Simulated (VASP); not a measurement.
## Hf2N: single point with LDA

Hf2N:

```
CELL_PARAMETERS angstrom
5.25243 0.00000 0.00000
0.00000 5.25243 0.00000
0.00000 0.00000 3.20145
ATOMIC_POSITIONS crystal
Hf 0.29528 0.29528 0.00000
Hf 0.70472 0.70472 0.00000
Hf 0.79528 0.20472 0.50000
Hf 0.20472 0.79528 0.50000
N 0.00000 0.00000 0.00000
N 0.50000 0.50000 0.50000
```

```json
{"Program": "VASP 6.6.1", "Task": "single point", "Functional": "LDA", "Potentials or basis": "VASP PAW LDA potentials, release 64 (Hf_pv, N)", "Cutoff": "520 eV", "k mesh": "8 × 8 × 12", "Occupations": "fermi-dirac, width 0.15 eV", "Spin": "no spin polarisation"}
```

* Pressure: -0.2 GPa
* Largest force: 0.003 eV/Å
* Band gap on the k mesh: zero (bands 25 and 26 overlap by 2.78 eV)

Forces on the atoms (eV/Å):
```
Hf   0.002  0.002  0.000
Hf  -0.002 -0.002  0.000
Hf   0.002 -0.002  0.000
Hf  -0.002  0.002  0.000
N    0.000  0.000  0.000
N    0.000  0.000  0.000
```

Stress tensor (GPa, compression positive):
```
-0.16  0.00  0.00
 0.00 -0.16  0.00
 0.00  0.00 -0.31
```

Levels at points of the mesh, in eV from the Fermi level:
| k point | band 23 | band 24 | band 25 | band 26 | band 27 | band 28 | band 29 | band 30 |
| --- | --- | --- | --- | --- | --- | --- | --- | --- |
| (0.00, 0.00, 0.00) | 0.07 | 0.73 | 1.00 | 1.13 | 1.13 | 1.59 | 1.75 | 1.75 |
| (0.50, 0.00, 0.00) | -1.11 | -1.11 | 1.50 | 1.50 | 1.86 | 1.86 | 2.00 | 2.00 |
| (0.50, 0.50, 0.00) | -1.45 | -1.45 | 1.05 | 1.05 | 1.53 | 1.53 | 1.94 | 1.94 |
| (0.00, 0.00, 0.50) | -1.28 | -1.28 | -1.28 | -1.28 | 2.19 | 2.19 | 3.75 | 3.75 |
| (0.50, 0.00, 0.50) | -1.13 | -1.13 | -0.96 | -0.96 | 1.79 | 1.79 | 3.91 | 3.91 |
| (0.50, 0.50, 0.50) | -0.96 | -0.96 | -0.45 | -0.45 | 1.34 | 1.34 | 3.00 | 3.00 |

Wall time 7.6 min on 1 thread of Intel Xeon 8259CL, on a shared host, peak memory 0.34 GiB.

Caveat: spin-orbit coupling is left out, which moves the levels of the heavy elements.
